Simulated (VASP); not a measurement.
CaF2:

```xyz
3
Lattice="0.0000 2.6752 2.6752 2.6752 0.0000 2.6752 2.6752 2.6752 0.0000" Properties=species:S:1:pos:R:3 pbc="T T T"
Ca    0.0000    0.0000    0.0000
F     4.0129    4.0129    4.0129
F     1.3376    1.3376    1.3376
```

Base run:

```yaml
Program: VASP 6.6.1
Functional: SVWN5
Potentials_or_basis: VASP PAW PBE potentials, release 64 (Ca_sv, F)
Cutoff: 600 eV
k_mesh: 8 × 8 × 8
Occupations: fermi-dirac, width 0.05 eV
Spin: no spin polarisation
```

Its results: band gap on the k mesh 7.28 eV (least direct gap 7.55 eV); pressure -1.1 GPa.

Question: The run is repeated on the same cell with these changes: functional from SVWN5 to BLYP. What comes out?

Answer: Band gap on the k mesh 7.79 eV (least direct gap 8.05 eV); pressure 11.0 GPa.

BLYP binds less tightly than SVWN5, so the same cell stands under more pressure.

Caveats: the PAW data sets were made with another functional, which shifts forces and pressure a little; the cell stands under pressure (at least some runs).

A k mesh can miss the band edges.
